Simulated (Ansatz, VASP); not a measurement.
C in VASP and in Ansatz

The input POSCAR:

```
C
1.0
    0.0000000000      1.7298980000      1.7298980000
    1.7298980000      0.0000000000      1.7298980000
    1.7298980000      1.7298980000      0.0000000000
C
2
Direct
    0.5000000000      0.5000000000      0.5000000000
    0.7500000000      0.7500000000      0.7500000000
```

INCAR.step1

```
SYSTEM = C
PREC     = Accurate       ! precision mode
ENCUT    = 520            ! plane-wave cutoff, eV
ISMEAR   = 0              ! smearing method
SIGMA    = 0.05           ! smearing width, eV
LREAL    = .FALSE.        ! projectors in reciprocal space
LASPH    = .TRUE.         ! aspherical terms in the spheres
NELM     = 80             ! most SCF steps
NBANDS   = 11             ! bands
GGA      = PE             ! functional
ALGO     = Normal         ! electronic algorithm
EDIFF    = 1E-4           ! SCF threshold, eV
LWAVE    = .TRUE.         ! write WAVECAR
LCHARG   = .FALSE.        ! write CHGCAR
```

Contents of INCAR.step2:

```
SYSTEM = C
PREC     = Accurate       ! precision mode
ENCUT    = 520            ! plane-wave cutoff, eV
EDIFF    = 1E-7           ! SCF threshold, eV
ISMEAR   = 0              ! smearing method
SIGMA    = 0.05           ! smearing width, eV
LREAL    = .FALSE.        ! projectors in reciprocal space
LASPH    = .TRUE.         ! aspherical terms in the spheres
NELM     = 80             ! most SCF steps
ALGO     = Normal         ! electronic algorithm
ISIF     = 2              ! what is computed and relaxed
LWAVE    = .FALSE.        ! write WAVECAR
LCHARG   = .TRUE.         ! write CHGCAR
METAGGA  = R2SCAN         ! meta-GGA
LMIXTAU  = .TRUE.       
LELF     = .TRUE.         ! ELF
LVHAR    = .TRUE.       
NBANDS   = 11             ! bands
ISTART   = 1
```

Contents of KPOINTS:

```
regular mesh
0
G
  12 12 12
  0 0 0
```

Input for Ansatz:

```yaml
crystal:
  lattice:
    - [0.0, 1.729898, 1.729898]
    - [1.729898, 0.0, 1.729898]
    - [1.729898, 1.729898, 0.0]
  atoms:
    - { symbol: C, position: [0.5, 0.5, 0.5] }
    - { symbol: C, position: [0.75, 0.75, 0.75] }
basis:
  ecutwfc: 500
kpoints:
  mp_grid: { grid: [12, 12, 12] }
hamiltonian:
  xc: r2scan
scf:
  occupations: { method: gaussian, width: 0.05 }
output:
  forces: true
  stress: true
  eigenvalues: true
```

Change from the starting cell: strain -0.030 along x and y, -0.030 along z, atoms carried along.

Alike in both runs: task single point; functional r2SCAN; k mesh 12 × 12 × 12; occupations gaussian, width 0.05 eV; no spin polarisation.

|  | VASP | Ansatz |
| --- | --- | --- |
| version | VASP 6.6.1 | Ansatz 0.2.0 |
| potentials or method | VASP PAW PBE potentials, release 64 (C), cutoff 520 eV | scalar-relativistic, plane waves, PAW |
| valence electrons in the cell | 8 | 8 |

```tsv
	VASP	Ansatz	Ansatz less VASP
gap on the k mesh at the Fermi level (eV)	4.56	4.60	+0.035
least direct gap on the mesh (eV)	6.09	6.14	+0.052
pressure (GPa)	46.8	45.2	-1.52
```

VASP's potentials were made for PBE, not for r2SCAN. Both programs put the cell under a high pressure, so it lies far from rest at this level.
